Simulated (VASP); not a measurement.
# Co (Im-3m) in VASP: notebook

Runs on Co. Level: PBE. Tasks: single point.

Program: VASP 6.6.1. These are calculated values, not measurements. Logs are shortened: lines on timing, memory, paths and dates and some standing lists are left out, and cuts for length are marked.

## Step 1: The cell of the first run

Symmetry: Im-3m, No. 229, cubic system. Conventional cell: a = 2.766 Å, b = 2.766 Å, c = 2.766 Å, α = 90.00°, β = 90.00°, γ = 90.00°. Within 3.2 Å of Co (site symmetry m-3m) lie 14 Co at 2.40 to 2.77 Å.

## Step 2: Single point, PBE, non-collinear spin, zero start, spin-orbit coupling

Input file INCAR:

```
SYSTEM = Co
PREC = Accurate
ENCUT = 520
EDIFF = 1E-6
ISMEAR = -1
SIGMA = 0.1
LREAL = .False.
LASPH = .True.
NELM = 150
ALGO = Normal
ISIF = 2
LWAVE = .False.
LCHARG = .False.
MAGMOM = 0 0 0
LORBIT = 11
LSORBIT = .True.
GGA_COMPAT = .False.
LORBMOM = .True.
LMAXMIX = 4
GGA = PE
NBANDS = 20
```

Input file KPOINTS:

```
Automatic mesh
0
Gamma
  16 16 16
  0 0 0
```

Input file POSCAR:

```
Co
1.0
   -1.3829513651      1.3829513651      1.3829513651
    1.3829513651     -1.3829513651      1.3829513651
    1.3829513651      1.3829513651     -1.3829513651
Co
1
Direct
    0.0000000000      0.0000000000      0.0000000000
```

Potentials or basis: VASP PAW PBE potentials, release 64 (Co).

Run with:

```
$ cat potpaw_PBE.64/Co/POTCAR > POTCAR
$ mpirun -np 1 vasp_ncl > vasp.out
```

OUTCAR:

```text
SYSTEM = Co
   PREC = Accurate
   ENCUT = 520
   EDIFF = 1E-6
   ISMEAR = -1
   LREAL = .False.
   LASPH = .True.
   NELM = 150
   ISIF = 2
   LORBIT = 11
   LSORBIT = .True.
   GGA = PE

 ion  position               nearest neighbor table
   1  0.000  0.000  0.000-

  LATTYP: Found a body centered cubic cell.
 ALAT       =     2.7659027302

  Lattice vectors:

 A1 = (  -1.3829513651,   1.3829513651,   1.3829513651)
 A2 = (   1.3829513651,  -1.3829513651,   1.3829513651)
 A3 = (   1.3829513651,   1.3829513651,  -1.3829513651)

Analysis of symmetry for initial positions (statically):
=====================================================================
 Subroutine PRICEL returns:
 Original cell was already a primitive cell.

 Routine SETGRP: Setting up the symmetry group for a
 body centered cubic supercell.

 Subroutine GETGRP returns: Found 48 space group operations
 (whereof 48 operations were pure point group operations)
 out of a pool of 48 trial point group operations.

The static configuration has the point symmetry O_h .

Analysis of symmetry for dynamics (positions and initial velocities):
=====================================================================
 Subroutine PRICEL returns:
 Original cell was already a primitive cell.

 Routine SETGRP: Setting up the symmetry group for a
 body centered cubic supercell.

 Subroutine GETGRP returns: Found 48 space group operations
 (whereof 48 operations were pure point group operations)
 out of a pool of 48 trial point group operations.

The dynamic configuration has the point symmetry O_h .

Analysis of structural, dynamic, and magnetic symmetry:
=====================================================================
 Subroutine PRICEL returns:
 Original cell was already a primitive cell.

 Routine SETGRP: Setting up the symmetry group for a
 body centered cubic supercell.

 Subroutine GETGRP returns: Found 48 space group operations
 (whereof 48 operations were pure point group operations)
 out of a pool of 48 trial point group operations.

The overall configuration has the point symmetry O_h .

 Subroutine INISYM returns: Found 48 space group operations
 (whereof 48 operations are pure point group operations),
 and found     1 'primitive' translations

----------------------------------------------------------------------------------------

                                     Primitive cell

  volume of cell :      10.5799

  direct lattice vectors                    reciprocal lattice vectors
    -1.382951365  1.382951365  1.382951365     0.000000000  0.361545614  0.361545614
     1.382951365 -1.382951365  1.382951365     0.361545614  0.000000000  0.361545614
     1.382951365  1.382951365 -1.382951365     0.361545614  0.361545614  0.000000000

  length of vectors
     2.395342029  2.395342029  2.395342029     0.511302710  0.511302710  0.511302710

  position of ions in fractional coordinates (direct lattice)
     0.000000000  0.000000000  0.000000000

  ion indices of the primitive-cell ions
   primitive index   ion index
                 1           1

----------------------------------------------------------------------------------------

 KPOINTS: Automatic mesh

Automatic generation of k-mesh.
 Grid dimensions read from file:
 generate k-points for:   16   16   16

 Generating k-lattice:

  Cartesian coordinates                     Fractional coordinates (reciprocal lattice)
     0.000000000  0.022596601  0.022596601     0.062500000  0.000000000  0.000000000
     0.022596601  0.000000000  0.022596601     0.000000000  0.062500000  0.000000000
     0.022596601  0.022596601  0.000000000     0.000000000  0.000000000  0.062500000

  Length of vectors
     0.031956419  0.031956419  0.031956419

  Shift w.r.t. Gamma in fractional coordinates (k-lattice)
     0.000000000  0.000000000  0.000000000

 Subroutine IBZKPT returns following result:
[... 42 lines left out ...]
   ICHARG =      2    charge: 1-file 2-atom 10-const
   ISPIN  =      1    spin polarized calculation?
   LNONCOLLINEAR =      T non collinear calculations
   LSORBIT =      T    spin-orbit coupling
   LASPH  =      T    aspherical Exc in radial PAW
   ENCUT  =  520.0 eV  38.22 Ry    6.18 a.u.   4.45  4.45  4.45*2*pi/ulx,y,z
   NELM   =    150;   NELMIN=  2; NELMDL= -5     # of ELM steps
   EDIFF  = 0.1E-05   stopping-criterion for ELM
   LREAL  =      F    real-space projection
   EDIFFG = 0.1E-04   stopping-criterion for IOM
   NSW    =      0    number of steps for IOM
   IBRION =     -1    ionic relax: 0-MD 1-quasi-New 2-CG
   NFREE  =      0    steps in history (QN), initial steepest desc. (CG)
   ISIF   =      2    stress and relaxation
   ISYM   =      2    0-nonsym 1-usesym 2-fastsym
   POTIM  = 0.5000    time-step for ionic-motion
   TEBEG  =    0.0;   TEEND  =   0.0 temperature during run
   PSTRESS=    0.0 pullay stress
   NELECT =       9.0000    total number of electrons
   NUPDOWN=      -1.0000    fix difference up-down
   EMIN   =  10.00;   EMAX   =-10.00  energy-range for DOS
   EFERMI =   0.00;   METHOD = LEGACY
   ISMEAR =    -1;   SIGMA  =   0.10  broadening in eV -4-tet -1-fermi 0-gaus
   EFERMI_NEDOS =   21; number of points for ismear=-14 and -15
   IALGO  =     38    algorithm
   IMIX   =      4    mixing-type and parameters
     AMIX     =   0.40;   BMIX     =  1.00
     AMIX_MAG =   1.60;   BMIX_MAG =  1.00
  volume/ion in A,a.u.               =      10.58        71.40
  Fermi-wavevector in a.u.,A,eV,Ry     =   1.551180  2.931304 32.737771  2.406158
  Thomas-Fermi vector in A             =   2.655736
   LORBIT       =     11    0 simple, 1 ext, 2 COOP (PROOUT), +10 PAW based schemes
   GGA     = PE    functional components
   LHFCALC =     F    Hartree Fock is set to
   AEXX    =    0.0000 exact exchange contribution
   IVDW    =     0    specifies the selected vdW correction
   LEPSILON=     F    determine dielectric tensor
   LRPA    =     F    only Hartree local field effects (RPA)
  energy-cutoff  :      520.00
  volume of cell :       10.58
 maximum number of plane-waves:       642
 NGX is ok and might be reduce to    18

 number of electron       9.0000000 magnetization       0.0000000      0.0000000      0.0000000

 number of electron       9.0000010 magnetization      -0.0000000     -0.0000000     -0.0000000

 number of electron       9.0000011 magnetization      -0.0000000      0.0000000     -0.0000000

 number of electron       9.0000011 magnetization       0.0000000     -0.0000000      0.0000000

 Free energy of the ion-electron system (eV)
  ---------------------------------------------------
  ext. energy  EPLUGINS =         0.00000000
  ---------------------------------------------------
  free energy    TOTEN  =        -6.67024634 eV

  energy without entropy =       -6.55786792  energy(sigma->0) =       -6.61405713

 E-fermi :  10.4587     XC(G=0): -13.5639

 val. band max:       10.4514261147   @ k =   0.2500   0.1875   0.0000
 cond. band min:      10.4610440169   @ k =  -0.4375   0.4375   0.3750
 fundamental gap:      0.0096179022
 Fermi energy:        10.4586656212

 k-point     1 :       0.0000    0.0000    0.0000
  band No.  band energies     occupation
      1       1.5587      1.00000
      2       1.5587      1.00000
      3       8.5947      1.00000
      4       8.5947      1.00000
      5       8.5947      1.00000
      6       8.5947      1.00000
[... 541 lines left out ...]
     19      37.5733      0.00000
     20      37.5733      0.00000

 [... further k-points ...]
[... 5 lines left out ...]
  --------------------------------------------------------------------------------------
  -------------------------------------------------------------------------------------
  Total       -0.0439358     -0.0439358     -0.0439358      0.0000000      0.0000000      0.0000000
  in kB       -6.6534756     -6.6534756     -6.6534756      0.0000000      0.0000000      0.0000000
  external PRESSURE =      -6.6534756 kB  Pullay stress =       0.0000000 kB

 VOLUME and BASIS-vectors are now :
 -----------------------------------------------------------------------------
  energy-cutoff  :      520.00
  volume of cell :       10.58
      direct lattice vectors                 reciprocal lattice vectors
    -1.382951365  1.382951365  1.382951365     0.000000000  0.361545614  0.361545614
     1.382951365 -1.382951365  1.382951365     0.361545614  0.000000000  0.361545614
     1.382951365  1.382951365 -1.382951365     0.361545614  0.361545614  0.000000000

 POSITION                                       TOTAL-FORCE (eV/Angst)
 -----------------------------------------------------------------------------------
      0.00000      0.00000      0.00000         0.000000     -0.000000      0.000000
 -----------------------------------------------------------------------------------
    total drift:                                0.000000      0.000000      0.000000

  FREE ENERGIE OF THE ION-ELECTRON SYSTEM (eV)
  ---------------------------------------------------
  free  energy   TOTEN  =        -6.6702463385 eV

  energy  without entropy=       -6.5578679192  energy(sigma->0) =       -6.61405713

 orbital moment (x)

 # of ion     p       d       tot
 ----------------------------------------
  1         0.000   0.000   0.000
 ----------------------------------------
            0.000   0.000   0.000

 orbital moment (y)

 # of ion     p       d       tot
 ----------------------------------------
  1         0.000  -0.000  -0.000
 ----------------------------------------
            0.000  -0.000  -0.000

 orbital moment (z)

 # of ion     p       d       tot
 ----------------------------------------
  1        -0.000   0.000   0.000
 ----------------------------------------
           -0.000   0.000   0.000

 Spin-Orbit-Coupling matrix elements

 Ion:    1  E_soc:     -0.0210032
 l=   1
     0.0000000    -0.0003820    -0.0003820
    -0.0003820     0.0000000    -0.0003820
    -0.0003820    -0.0003820     0.0000000
 l=   2
     0.0000000    -0.0003382     0.0000000    -0.0003382    -0.0027803
    -0.0003382     0.0000000    -0.0020852    -0.0003382    -0.0006951
     0.0000000    -0.0020852     0.0000000    -0.0020852     0.0000000
    -0.0003382    -0.0003382    -0.0020852     0.0000000    -0.0006951
    -0.0027803    -0.0006951     0.0000000    -0.0006951     0.0000000
 l=   3
     0.0000000     0.0000000     0.0000000     0.0000000     0.0000000     0.0000000     0.0000000
     0.0000000     0.0000000     0.0000000     0.0000000     0.0000000     0.0000000     0.0000000
     0.0000000     0.0000000     0.0000000     0.0000000     0.0000000     0.0000000     0.0000000
     0.0000000     0.0000000     0.0000000     0.0000000     0.0000000     0.0000000     0.0000000
     0.0000000     0.0000000     0.0000000     0.0000000     0.0000000     0.0000000     0.0000000
     0.0000000     0.0000000     0.0000000     0.0000000     0.0000000     0.0000000     0.0000000
     0.0000000     0.0000000     0.0000000     0.0000000     0.0000000     0.0000000     0.0000000

 total charge

# of ion       s       p       d       tot
------------------------------------------
    1        0.487   0.527   7.311   8.325

 magnetization (x)

# of ion       s       p       d       tot
------------------------------------------
    1        0.000   0.000  -0.000   0.000

 magnetization (y)

# of ion       s       p       d       tot
------------------------------------------
    1       -0.000  -0.000   0.000  -0.000

 magnetization (z)

# of ion       s       p       d       tot
------------------------------------------
    1       -0.000   0.000  -0.000  -0.000
```

It took 60 s on 1 thread of Intel Xeon 6975P-C, shared host; peak memory 0.18 GiB.

Results:

- Free energy: -6.6702 eV
- Pressure: -0.7 GPa
- Net moment: 0.00 μB per cell
- Valence electrons inside the program's atomic spheres: Co 8.32

Moments on the atoms (μB; x, y, z):
```
Co  0.00 0.00 0.00
```

## Step 3: Single point, PBE, collinear spin, ferromagnetic start

This run uses another cell than the first one: it holds 2 atoms, not 1.

Input file INCAR:

```
SYSTEM = Co
PREC     = Accurate       ! precision mode
ENCUT    = 520            ! plane-wave cutoff, eV
EDIFF    = 1E-6           ! SCF threshold, eV
ISMEAR   = -1             ! smearing method
SIGMA    = 0.1            ! smearing width, eV
LREAL    = .False.        ! projectors in reciprocal space
LASPH    = .True.         ! aspherical terms in the spheres
NELM     = 150            ! most SCF steps
ALGO     = Normal         ! electronic algorithm
ISIF     = 2              ! what is computed and relaxed
LWAVE    = .False.        ! write WAVECAR
LCHARG   = .False.        ! write CHGCAR
ISPIN    = 2              ! spin polarisation
MAGMOM   = -1.792 -1.792  ! initial moments
LORBIT   = 11             ! projections on sites
LMAXMIX  = 4              ! l up to which the mixer works
GGA      = PE             ! functional
NBANDS   = 20             ! bands
```

Input file KPOINTS:

```
Automatic mesh
0
Gamma
  6 6 6
  0 0 0
```

Input file POSCAR:

```
Co
1.0
    2.7737376085      0.0000000000      0.0000000000
    0.0000000000      2.7737376085      0.0000000000
    0.0000000000      0.0000000000      2.7737376085
Co
2
Direct
    0.0000000000      0.0000000000      0.0000000000
    0.5000000000      0.5000000000      0.5000000000
```

Potentials or basis: VASP PAW PBE potentials, release 64 (Co).

Run with:

```
$ cat potpaw_PBE.64/Co/POTCAR > POTCAR
$ mpirun -np 1 vasp_std > vasp.out
```

OUTCAR:

```text
SYSTEM = Co
   PREC = Accurate
   ENCUT = 520
   EDIFF = 1E-6
   ISMEAR = -1
   LREAL = .False.
   LASPH = .True.
   NELM = 150
   ISIF = 2
   ISPIN = 2
   LORBIT = 11
   GGA = PE

 ion  position               nearest neighbor table
   1  0.000  0.000  0.000-   2 2.40   2 2.40   2 2.40   2 2.40   2 2.40   2 2.40   2 2.40   2 2.40

   2  0.500  0.500  0.500-   1 2.40   1 2.40   1 2.40   1 2.40   1 2.40   1 2.40   1 2.40   1 2.40

  LATTYP: Found a simple cubic cell.
 ALAT       =     2.7737376085

  Lattice vectors:

 A1 = (   2.7737376085,   0.0000000000,   0.0000000000)
 A2 = (   0.0000000000,   2.7737376085,   0.0000000000)
 A3 = (   0.0000000000,   0.0000000000,   2.7737376085)

Analysis of symmetry for initial positions (statically):
=====================================================================
 Subroutine PRICEL returns following result:

  LATTYP: Found a body centered cubic cell.
 ALAT       =     2.7737376085
[... 12 lines left out ...]
 Subroutine GETGRP returns: Found 48 space group operations
 (whereof 48 operations were pure point group operations)
[... 669 lines left out ...]
      5       7.7044      1.00000
      6       7.7044      1.00000
[... 449 lines left out ...]
     19      46.6872      0.00000
     20      46.6872      0.00000

------------------------ aborting loop because EDIFF is reached ----------------------------------------

  FORCE on cell =-STRESS in cart. coord.  units (eV):
  Direction    XX          YY          ZZ          XY          YZ          ZX
  --------------------------------------------------------------------------------------
  -------------------------------------------------------------------------------------
  Total        1.2572753      1.2572753      1.2572753      0.0000000     -0.0000000      0.0000000
  in kB       94.3941007     94.3941007     94.3941007      0.0000000     -0.0000000      0.0000000
  external PRESSURE =      94.3941007 kB  Pullay stress =       0.0000000 kB

 VOLUME and BASIS-vectors are now :
 -----------------------------------------------------------------------------
  energy-cutoff  :      520.00
  volume of cell :       21.34
      direct lattice vectors                 reciprocal lattice vectors
     2.773737608  0.000000000  0.000000000     0.360524369  0.000000000  0.000000000
     0.000000000  2.773737608  0.000000000     0.000000000  0.360524369  0.000000000
     0.000000000  0.000000000  2.773737608     0.000000000  0.000000000  0.360524369

 POSITION                                       TOTAL-FORCE (eV/Angst)
 -----------------------------------------------------------------------------------
      0.00000      0.00000      0.00000        -0.000000      0.000000     -0.000000
      1.38687      1.38687      1.38687         0.000000     -0.000000      0.000000
 -----------------------------------------------------------------------------------
    total drift:                                0.000000      0.000000     -0.000000

  FREE ENERGIE OF THE ION-ELECTRON SYSTEM (eV)
  ---------------------------------------------------
  free  energy   TOTEN  =       -13.9013161648 eV

  energy  without entropy=      -13.8076182758  energy(sigma->0) =      -13.85446722

 total charge

# of ion       s       p       d       tot
------------------------------------------
    1        0.499   0.556   7.243   8.298
    2        0.499   0.556   7.243   8.298
--------------------------------------------------
tot          0.998   1.112  14.486  16.595

 magnetization (x)

# of ion       s       p       d       tot
------------------------------------------
    1        0.000   0.031  -1.841  -1.810
    2        0.000   0.031  -1.841  -1.810
--------------------------------------------------
tot          0.000   0.062  -3.682  -3.620
```

Wall time 20 s (1 thread of Intel Xeon 8259CL, shared host); peak memory 0.15 GiB.

What came out:

* Free energy: -13.9013 eV
* Pressure: 9.4 GPa
* Net moment: -3.61 μB per cell
* Site moments: Co -1.81 μB
* Valence electrons inside the program's atomic spheres: Co 8.30

Levels at points of the mesh, in eV from the Fermi level:
Spin up:
| k point | band 3 | band 4 | band 5 | band 6 | band 7 | band 8 | band 9 | band 10 |
| --- | --- | --- | --- | --- | --- | --- | --- | --- |
| (0.00, 0.00, 0.00) | -3.94 | -1.52 | -1.52 | -1.52 | 0.38 | 0.38 | 1.00 | 1.00 |
| (0.50, 0.00, 0.00) | -1.83 | -1.83 | -1.13 | -1.13 | -1.13 | -1.13 | -0.29 | -0.29 |
| (0.50, 0.50, 0.00) | -2.71 | -2.71 | -0.04 | -0.04 | 0.24 | 0.24 | 0.60 | 0.60 |
| (0.50, 0.50, 0.50) | -2.80 | -2.80 | -2.80 | -2.80 | 0.64 | 0.64 | 0.64 | 0.64 |
Spin down:
| k point | band 9 | band 10 | band 11 | band 12 | band 13 | band 14 |
| --- | --- | --- | --- | --- | --- | --- |
| (0.00, 0.00, 0.00) | -0.82 | -0.82 | -0.82 | 9.65 | 9.65 | 9.65 |
| (0.50, 0.00, 0.00) | -1.99 | -1.99 | -0.66 | -0.66 | 16.96 | 16.96 |
| (0.50, 0.50, 0.00) | -0.57 | -0.57 | -0.10 | -0.10 | 6.61 | 6.61 |
| (0.50, 0.50, 0.50) | -1.76 | -1.76 | 8.10 | 8.10 | 8.10 | 8.10 |

Caveat: the k points lie up to 0.38 Å⁻¹ apart.
